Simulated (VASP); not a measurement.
Runs of VASP 6.6.1 on Zn. The structure is that of space group Fm-3m (No. 225), or close to it. The cells are those of the table. This isn't the form of Zn at room conditions, which is hcp.

```tsv
task	cell	k mesh	cutoff (eV)	gap on the mesh (eV)	pressure (GPa)
relaxation of cell and atoms	relaxed from a = 2.422 Å, angles 60.0°, 1 atom	10 × 10 × 10	600	none	-0.2
single point	a = 2.707 Å, angles 60.0°, 1 atom	10 × 10 × 10	520	none	0.8
single point	a = 2.422 Å, angles 60.0°, 1 atom	8 × 8 × 8	520	none	(a)
single point	a = 2.714 Å, angles 60.0°, 1 atom	18 × 18 × 18	520	none	0.5
```

Alike in all rows: level PBEsol; potentials or basis VASP PAW PBE potentials, release 64 (Zn); no spin polarisation; smearing gaussian 0.1 eV.

**Question.** Estimate the missing entries.

**Answer.** (a) 72.3.

Caveats: some runs use coarse meshes; the PAW data sets were made with another functional, which shifts forces and pressure a little.

A gap of «none» marks levels without a gap at the run's occupations.
